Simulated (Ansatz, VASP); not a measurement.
Mg in VASP and in Ansatz

```
CELL_PARAMETERS angstrom
6.42307 0.00000 0.00000
-3.21153 5.56254 0.00000
0.00000 0.00000 10.34122
ATOMIC_POSITIONS crystal
Mg 0.00806 0.50403 0.00000
Mg 0.99924 0.49962 0.50000
Mg 0.49597 0.99194 0.00000
Mg 0.50038 0.00076 0.50000
Mg 0.49597 0.50403 0.00000
Mg 0.50038 0.49962 0.50000
Mg 0.16597 0.83403 0.26131
Mg 0.16597 0.83403 0.73869
Mg 0.16597 0.33195 0.26131
Mg 0.16597 0.33195 0.73869
Mg 0.66805 0.83403 0.26131
Mg 0.66805 0.83403 0.73869
Mg 0.66667 0.33333 0.24579
Mg 0.66667 0.33333 0.75421
```

Alike in both runs: task single point; functional PBEsol; k mesh 6 × 6 × 4; occupations gaussian, width 0.1 eV; no spin polarisation.

|  | VASP | Ansatz |
| --- | --- | --- |
| version | VASP 6.6.1 | Ansatz 0.2.0 |
| potentials or method | VASP PAW PBE potentials, release 64 (Mg), cutoff 520 eV | scalar-relativistic, plane waves, PAW |
| valence electrons in the cell | 28 | 140 |

```tsv
	VASP	Ansatz	Ansatz less VASP
gap on the k mesh at the Fermi level (eV)	none	none	-
rms of the force components (eV/Å)	0.105	0.105	-0.0003
```

VASP's potentials were made for PBE, not for PBEsol. Atom by atom the forces differ by 0.001 eV/Å (rms over components). A gap of «none» marks a metal or a gap that the smearing closes. VASP's potentials hold 28 valence electrons a cell and Ansatz's 140, so a difference there can come from the potentials and not from the codes.
